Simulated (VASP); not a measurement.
Wanted: the native input for a VASP 6.6.1 run.

* Task: single point
* Functional: PBE
* Potentials or basis: VASP PAW PBE potentials, release 64 (W_sv, C)
* Cutoff: 520 eV
* k mesh: 3 × 3 × 1
* Occupations: fermi-dirac, width 0.15 eV
* Spin: no spin polarisation
* Dipole correction: no
* Further INCAR settings: LREAL = Auto; ALGO = Normal; EDIFF = 1e-06; NBANDS = 88

The structure of W8C9 lies in POSCAR:

```
W8C9
1.0
    5.7490600000      0.0000000000      0.0000000000
    0.0000000000      5.6331800000      0.0000000000
    0.0000000000      0.0000000000     15.1490270000
W C
8 9
Direct
    0.0000000000      0.0000000000      0.0660108000
    0.2508538172      0.0047960209      0.2293746831
    0.0000000000      0.5000000000      0.0660108000
    0.2547799040      0.5061429897      0.2329980749
    0.5000000000      0.0000000000      0.0660108000
    0.7430562564     -0.0088259569      0.2316759422
    0.5000000000      0.5000000000      0.0660108000
    0.7501451052      0.4933477686      0.2356694674
    0.0029710524      0.2499437113      0.1720800488
    0.2758655690      0.2624495336      0.3311503065
    0.0021963586      0.7505003717      0.1745764174
    0.4597127109      0.8759281205      0.3448802201
    0.4992627439      0.2526271530      0.1704766028
    0.6988133195      0.2281850332      0.3320756670
    0.4984106773      0.7471709472      0.1687470902
    0.6167893636      0.7069424618      0.3283366525
    0.4764565247      0.1370548492      0.3589354065
```

The input as run:

INCAR

```
SYSTEM = W8C9
PREC = Accurate
ENCUT = 520
EDIFF = 1E-6
ISMEAR = -1
SIGMA = 0.15
LREAL = Auto
LASPH = .True.
NELM = 100
ALGO = Normal
ISIF = 2
LWAVE = .False.
LCHARG = .False.
GGA = PE
NBANDS = 88
```

KPOINTS

```
regular mesh
0
Gamma
  3 3 1
  0 0 0
```

Potentials or basis: VASP PAW PBE potentials, release 64 (W_sv, C).

Launch:

```console
$ cat potpaw_PBE.64/W_sv/POTCAR potpaw_PBE.64/C/POTCAR > POTCAR
$ mpirun -np 1 vasp_std > vasp.out
```

It gave:

The largest force is 0.736 eV/Å. The band gap on the k mesh is zero (bands 74 and 75 overlap by 0.17 eV).

Caveat: the k points lie up to 0.37 Å⁻¹ apart; spin-orbit coupling is left out, which moves the levels of the heavy elements.

Run time: 17 min on 1 thread of Intel Xeon 8259CL, on a shared host, peak memory 0.58 GiB.
